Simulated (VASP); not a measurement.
Crystal: Al.

```
Al
1.0
     2.82708    0.00000    0.00000
    -1.41354    2.44832    0.00000
     0.00000    0.00000    9.18599
Al
4
Direct
  0.00000 0.00000 0.00000
  0.33333 0.66667 0.25000
  0.00000 0.00000 0.50000
  0.66667 0.33333 0.75000
```

* Program: VASP 6.6.1
* Task: relaxation of cell and atoms
* Functional: BLYP
* Dispersion: D3(BJ)
* Potentials or basis: VASP PAW PBE potentials, release 64 (Al)
* Cutoff: 600 eV
* k mesh: 9 × 9 × 3
* Occupations: fermi-dirac, width 0.15 eV
* Spin: no spin polarisation

At the start: pressure -1.6 GPa; volume 15.90 Å³/atom.

Problem. How do energy, volume and symmetry change on relaxing?

Solution. Over 5 steps the energy falls by 3.4 meV/atom and the volume is 15.55 Å³/atom (-2.2 %); space group P6_3/mmc (No. 194, to 0.05 Å).

The path:
| step | energy change (eV) | largest force (eV/Å) | pressure (GPa) | volume (Å³) |
| --- | --- | --- | --- | --- |
| 1 | 0.0000 | 0.0000 | -1.65 | 63.58 |
| 2 | -0.0121 | 0.0000 | 0.14 | 62.09 |
| 3 | -0.0121 | 0.0000 | 0.29 | 61.97 |
| 4 | -0.0133 | 0.0000 | 0.13 | 62.11 |
| 5 | -0.0134 | 0.0000 | 0.06 | 62.18 |

Final structure:
```cif
data_structure
_symmetry_space_group_name_H-M 'P 1'
_symmetry_Int_Tables_number 1
_cell_length_a 2.7878
_cell_length_b 2.7878
_cell_length_c 9.2386
_cell_angle_alpha 90.000
_cell_angle_beta 90.000
_cell_angle_gamma 120.000
_cell_volume 62.18
loop_
_atom_site_label
_atom_site_type_symbol
_atom_site_fract_x
_atom_site_fract_y
_atom_site_fract_z
_atom_site_occupancy
Al1 Al 0.00000 0.00000 0.00000 1
Al2 Al 0.33333 0.66667 0.25000 1
Al3 Al 0.00000 0.00000 0.50000 1
Al4 Al 0.66667 0.33333 0.75000 1
```

Caveat: the PAW data sets were made with another functional, which shifts forces and pressure a little; pairwise dispersion overbinds metals, which lowers pressure and volume.
